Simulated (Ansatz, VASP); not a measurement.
AlGaN2: VASP beside Ansatz

```
CELL_PARAMETERS angstrom
3.13853 0.00000 0.00000
0.00000 3.13853 0.00000
0.00000 0.00000 4.42236
ATOMIC_POSITIONS crystal
Al 0.50000 0.50000 0.50000
Ga 0.00000 0.00000 0.00000
N 0.50000 0.00000 0.73908
N 0.00000 0.50000 0.26092
```

Alike in both runs: functional r2SCAN; k mesh 8 × 8 × 6; occupations gaussian, width 0.02 eV; no spin polarisation.

Ansatz relaxed the structure, and its values are those at the end. VASP's run is a single point on that final structure, the one shown.

|  | VASP | Ansatz |
| --- | --- | --- |
| version | VASP 6.6.1 | Ansatz 0.2.0 |
| potentials or method | VASP PAW PBE potentials, release 64 (Al, Ga_d, N), cutoff 520 eV | scalar-relativistic, plane waves, PAW |
| valence electrons in the cell | 26 | 26 |

```tsv
	VASP	Ansatz	Ansatz less VASP
gap on the k mesh at the Fermi level (eV)	3.38	3.37	-0.009
least direct gap on the mesh (eV)	3.38	3.37	-0.009
pressure (GPa)	0.3	0.0	-0.32
rms of the force components (eV/Å)	0.037	0.000	-0.0368
```

VASP's potentials were made for PBE, not for r2SCAN. The functional is the same, so the differences come from potentials, cutoffs and numerics.
